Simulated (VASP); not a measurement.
# Al (P6_3/mmc) in VASP: a series of runs, part 2 of 2

VASP 6.6.1. Earlier steps stand in the parts before.

### 3 Single point, LDA

File INCAR:

```
PREC     = Accurate       # precision mode
ENCUT    = 520            # plane-wave cutoff, eV
EDIFF    = 1E-6           # SCF threshold, eV
ISMEAR   = 0              # smearing method
SIGMA    = 0.15           # smearing width, eV
LREAL    = F              # projectors in reciprocal space
LASPH    = T              # aspherical terms in the spheres
NELM     = 80             # most SCF steps
ALGO     = Fast           # electronic algorithm
ISIF     = 2              # what is computed and relaxed
LWAVE    = F              # write WAVECAR
LCHARG   = F              # write CHGCAR
GGA      = CA             # functional
NBANDS   = 10             # bands
```

File KPOINTS:

```
regular mesh
0
Gamma
  18 18 10
```

File POSCAR:

```
Al
1.0
    2.8235000000      0.0000000000      0.0000000000
   -1.4117500000      2.4452227276      0.0000000000
    0.0000000000      0.0000000000      4.4519000000
Al
2
Direct
    0.6666666667      0.3333333333      0.7500000000
    0.3333333333      0.6666666667      0.2500000000
```

Potentials or basis: VASP PAW LDA potentials, release 64 (Al).

The run is started by

```console
$ cat potpaw_LDA.64/Al/POTCAR > POTCAR
$ mpirun -np 1 vasp_std > vasp.out
```

Run time: 53 s. Hardware: 1 thread of Intel Xeon 8259CL, shared host; peak memory 0.17 GiB.

The run converged. Its results:

```
Free energy            : -8.2968 eV
Pressure               : 3.4 GPa
Band gap on the k mesh : zero (bands 3 and 4 overlap by 8.20 eV)
```

Stress tensor (GPa, compression positive):
```
2.24 0.00 0.00
0.00 2.24 0.00
0.00 0.00 5.67
```

Levels at points of the mesh, in eV from the Fermi level:
```
           k point  band 1  band 2  band 3  band 4  band 5  band 6
(0.00, 0.00, 0.00)  -11.60   -4.62   -4.05   10.45   10.45   10.87
(0.50, 0.00, 0.00)   -5.68   -5.48    0.64    1.53    1.58    2.14
(0.00, 0.00, 0.50)   -9.75   -9.75    4.26    4.26   11.75   11.75
(0.50, 0.00, 0.50)   -4.17   -4.17   -3.38   -3.38    7.00    7.00
```

Caveat: the cell stands under pressure.

### 4 Single point, LDA

This run uses another cell than the first one, of 15.50 Å³/atom.

File INCAR:

```
ALGO = Fast
EDIFF = 1E-6
ENCUT = 520
GGA = CA
ISIF = 2
ISMEAR = 0
LASPH = T
LCHARG = F
LREAL = F
LWAVE = F
NBANDS = 10
NELM = 60
PREC = Accurate
SIGMA = 0.15
```

File KPOINTS:

```
k-points
0
Gamma
  18 18 10
```

File POSCAR:

```
Al
1.0
    2.7814000000      0.0000000000      0.0000000000
   -1.3907000000      2.4087630581      0.0000000000
    0.0000000000      0.0000000000      4.6277000000
Al
2
Direct
    0.6666666667      0.3333333333      0.7500000000
    0.3333333333      0.6666666667      0.2500000000
```

The run is started by

```console
$ cat potpaw_LDA.64/Al/POTCAR > POTCAR
$ mpirun -np 1 vasp_std > vasp.out
```

Wall time 48 s (1 thread of Intel Xeon 8259CL, shared host); peak memory 0.17 GiB.

Results (log left out):

```yaml
Free_energy: -8.3088 eV
Pressure: 2.5 GPa
Band_gap_on_the_k_mesh: zero (bands 3 and 4 overlap by 7.35 eV)
```

Stress tensor (GPa, compression positive):
```
2.55 0.00 0.00
0.00 2.55 0.00
0.00 0.00 2.37
```

Levels at points of the mesh, in eV from the Fermi level:
| k point | band 1 | band 2 | band 3 | band 4 | band 5 | band 6 | band 7 |
| --- | --- | --- | --- | --- | --- | --- | --- |
| (0.00, 0.00, 0.00) | -11.53 | -4.89 | -4.71 | 11.29 | 11.29 | 11.53 | 11.53 |
| (0.50, 0.00, 0.00) | -5.39 | -5.28 | 0.60 | 1.05 | 1.44 | 1.76 | 6.07 |
| (0.00, 0.00, 0.50) | -9.82 | -9.82 | 3.20 | 3.20 | 12.39 | 12.39 | 12.39 |
| (0.50, 0.00, 0.50) | -4.05 | -4.05 | -3.25 | -3.25 | 7.52 | 7.52 | 7.72 |

### 5 Single point, LDA

This run uses another cell than the first one, of 15.42 Å³/atom.

File INCAR:

```
SYSTEM = Al
PREC = Accurate ; ENCUT = 520
EDIFF = 1E-7 ; ISMEAR = 0
SIGMA = 0.15 ; LREAL = .False.
LASPH = .True. ; NELM = 60
ALGO = Normal ; ISIF = 2
LWAVE = .False. ; LCHARG = .False.
GGA = CA ; NBANDS = 10
```

File KPOINTS:

```
Automatic mesh
0
Gamma
  18 18 10
  0 0 0
```

File POSCAR:

```
Al
1.0
    2.7394000000      0.0000000000      0.0000000000
   -1.3697000000      2.3723899911      0.0000000000
    0.0000000000      0.0000000000      4.7448000000
Al
2
Direct
    0.6666666667      0.3333333333      0.7500000000
    0.3333333333      0.6666666667      0.2500000000
```

The run is started by

```console
$ cat potpaw_LDA.64/Al/POTCAR > POTCAR
$ mpirun -np 1 vasp_std > vasp.out
```

Wall time 37 s (1 thread of Intel Xeon 8259CL, shared host); peak memory 0.16 GiB.

The run converged. Its results:

```
Free energy            : -8.2987 eV
Pressure               : 3.3 GPa
Band gap on the k mesh : zero (bands 3 and 4 overlap by 6.97 eV)
```

Stress tensor (GPa, compression positive):
```
4.38 0.00 0.00
0.00 4.38 0.00
0.00 0.00 1.16
```

Levels at points of the mesh, in eV from the Fermi level:
```csv
k point,band 1,band 2,band 3,band 4,band 5,band 6
"(0.00, 0.00, 0.00)",-11.57,-5.21,-5.12,11.47,12.03,12.03
"(0.50, 0.00, 0.00)",-5.20,-5.17,0.61,0.71,1.39,1.51
"(0.00, 0.00, 0.50)",-9.94,-9.94,2.48,2.48,12.92,12.92
"(0.50, 0.00, 0.50)",-4.01,-4.01,-3.16,-3.16,7.60,7.60
```

Caveat: the cell stands under pressure.

### 6 Single point, LDA

This run uses another cell than the first one, of 15.62 Å³/atom.

File INCAR:

```
SYSTEM = Al
PREC     = Accurate       ! precision mode
ENCUT    = 520            ! plane-wave cutoff, eV
EDIFF    = 1E-6           ! SCF threshold, eV
ISMEAR   = 0              ! smearing method
SIGMA    = 0.15           ! smearing width, eV
LREAL    = .False.        ! projectors in reciprocal space
LASPH    = .True.         ! aspherical terms in the spheres
NELM     = 100            ! most SCF steps
ALGO     = Fast           ! electronic algorithm
ISIF     = 2              ! what is computed and relaxed
LWAVE    = .False.        ! write WAVECAR
LCHARG   = .False.        ! write CHGCAR
NBANDS   = 10             ! bands
```

File KPOINTS:

```
regular mesh
0
Gamma
  18 18 10
  0 0 0
```

File POSCAR:

```
Al
1.0
    2.8024648109      0.0000000000      0.0000000000
   -1.4012324054      2.4270057195      0.0000000000
    0.0000000000      0.0000000000      4.5925000000
Al
2
Direct
    0.6666666667      0.3333333333      0.7500000000
    0.3333333333      0.6666666667      0.2500000000
```

Potentials or basis: VASP PAW LDA potentials, release 64 (Al).

The run is started by

```console
$ cat potpaw_LDA.64/Al/POTCAR > POTCAR
$ mpirun -np 1 vasp_std > vasp.out
```

OUTCAR:

```text
SYSTEM = Al
   PREC = Accurate
   ENCUT = 520
   EDIFF = 1E-6
   ISMEAR = 0
   LREAL = .False.
   LASPH = .True.
   NELM = 100
   ISIF = 2

 ion  position               nearest neighbor table
   1  0.667  0.333  0.750-   2 2.81   2 2.81   2 2.81   2 2.81   2 2.81   2 2.81
   2  0.333  0.667  0.250-   1 2.81   1 2.81   1 2.81   1 2.81   1 2.81   1 2.81

  LATTYP: Found a hexagonal cell.
 ALAT       =     2.8024648109
 C/A-ratio  =     1.6387360092

  Lattice vectors:

 A1 = (   2.8024648109,   0.0000000000,   0.0000000000)
 A2 = (  -1.4012324054,   2.4270057195,   0.0000000000)
 A3 = (   0.0000000000,   0.0000000000,   4.5925000000)

Analysis of symmetry for initial positions (statically):
[... 494 lines left out ...]
     10      19.1120      0.00000

 [... further k-points ...]
[... 5 lines left out ...]
  --------------------------------------------------------------------------------------
  -------------------------------------------------------------------------------------
  Total        0.3597548      0.3597548      0.3418573      0.0000000      0.0000000      0.0000000
  in kB       18.4525797     18.4525797     17.5345778      0.0000000      0.0000000      0.0000000
  external PRESSURE =      18.1465791 kB  Pullay stress =       0.0000000 kB

 VOLUME and BASIS-vectors are now :
 -----------------------------------------------------------------------------
  energy-cutoff  :      520.00
  volume of cell :       31.24
      direct lattice vectors                 reciprocal lattice vectors
     2.802464811  0.000000000  0.000000000     0.356828745  0.206015172  0.000000000
    -1.401232405  2.427005719  0.000000000     0.000000000  0.412030343  0.000000000
     0.000000000  0.000000000  4.592500000     0.000000000  0.000000000  0.217746326

 POSITION                                       TOTAL-FORCE (eV/Angst)
 -----------------------------------------------------------------------------------
      1.40123      0.80900      3.44437        -0.000000     -0.000000      0.000000
     -0.00000      1.61800      1.14813         0.000000      0.000000      0.000000
 -----------------------------------------------------------------------------------
    total drift:                                0.000000     -0.000000      0.000000

  FREE ENERGIE OF THE ION-ELECTRON SYSTEM (eV)
  ---------------------------------------------------
  free  energy   TOTEN  =        -8.3121562197 eV

  energy  without entropy=       -8.3007943882  energy(sigma->0) =       -8.30647530
```

Wall time 50 s (1 thread of Intel Xeon 8259CL, shared host); peak memory 0.17 GiB.

What came out:

```
Free energy            : -8.3122 eV
Pressure               : 1.8 GPa
Band gap on the k mesh : zero (bands 3 and 4 overlap by 7.49 eV)
```

### 7 Overview

| cell | gap on the mesh (eV) | pressure (GPa) |
| --- | --- | --- |
| a = 2.802, b = 2.802, c = 4.511 Å, angles 90.0, 90.0, 120.0°, 2 atoms | none | 3.5 |
| a = 2.824, b = 2.824, c = 4.452 Å, angles 90.0, 90.0, 120.0°, 2 atoms | none | 3.4 |
| a = 2.781, b = 2.781, c = 4.628 Å, angles 90.0, 90.0, 120.0°, 2 atoms | none | 2.5 |
| a = 2.739, b = 2.739, c = 4.745 Å, angles 90.0, 90.0, 120.0°, 2 atoms | none | 3.3 |
| a = 2.802, b = 2.802, c = 4.593 Å, angles 90.0, 90.0, 120.0°, 2 atoms | none | 1.8 |

Alike in all rows: task single point; level LDA; potentials or basis VASP PAW LDA potentials, release 64 (Al); no spin polarisation; k mesh 18 × 18 × 10; cutoff (eV) 520; smearing gaussian 0.15 eV.

Caveats: the cell stands under pressure (at least some runs).

Absolute energies hang on the potentials; compare differences alone.
